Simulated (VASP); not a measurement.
Input of a VASP 6.6.1 run:

File INCAR:

```
SYSTEM = V2N3
  PREC = Accurate
  ENCUT = 520
  EDIFF = 1E-6
  ISMEAR = 0
  SIGMA = 0.15
  LREAL = .False.
  LASPH = .True.
  NELM = 60
  ALGO = Normal
  ISIF = 2
  LWAVE = .False.
  LCHARG = .False.
  GGA = PS
  NBANDS = 28
```

The input KPOINTS:

```
Automatic mesh
0
Gamma
  18 18 8
  0 0 0
```

File POSCAR:

```
V2N3
1.0
    2.7380901889      0.0000000000      0.0000000000
   -1.3690450944      2.3712556614      0.0000000000
    0.0000000000      0.0000000000      6.1963538749
V N
2 3
Direct
    0.6666666667      0.3333333333      0.3021155180
    0.3333333333      0.6666666667      0.6978844820
    0.0000000000      0.0000000000      0.5000000000
    0.0000000000      0.0000000000      0.1074399115
    0.0000000000      0.0000000000      0.8925600885
```

Potentials or basis: VASP PAW PBE potentials, release 64 (V_sv, N).

Run with:

```bash
$ cat potpaw_PBE.64/V_sv/POTCAR potpaw_PBE.64/N/POTCAR > POTCAR
$ mpirun -np 1 vasp_std > vasp.out
```

Question: Predict the band gap on the k mesh.

Answer: Zero (an odd number of electrons rules out a gap without spin polarisation).

Question: Predict the pressure.

Answer: 10.3 GPa.

Forces in eV/Å, atoms in the order of the input:
```
V    0.000  0.000 -0.094
V    0.000  0.000  0.094
N    0.000  0.000  0.000
N    0.000  0.000 -0.104
N    0.000  0.000  0.104
```

Caveat: the cell differs from its parent crystal (strain -0.0150 x Voigt [1, 1, 0, 0, 0, 0]); the cell stands under pressure; the PAW data sets were made with another functional, which shifts forces and pressure a little; the run has no spin polarisation, though such a crystal can be magnetic.
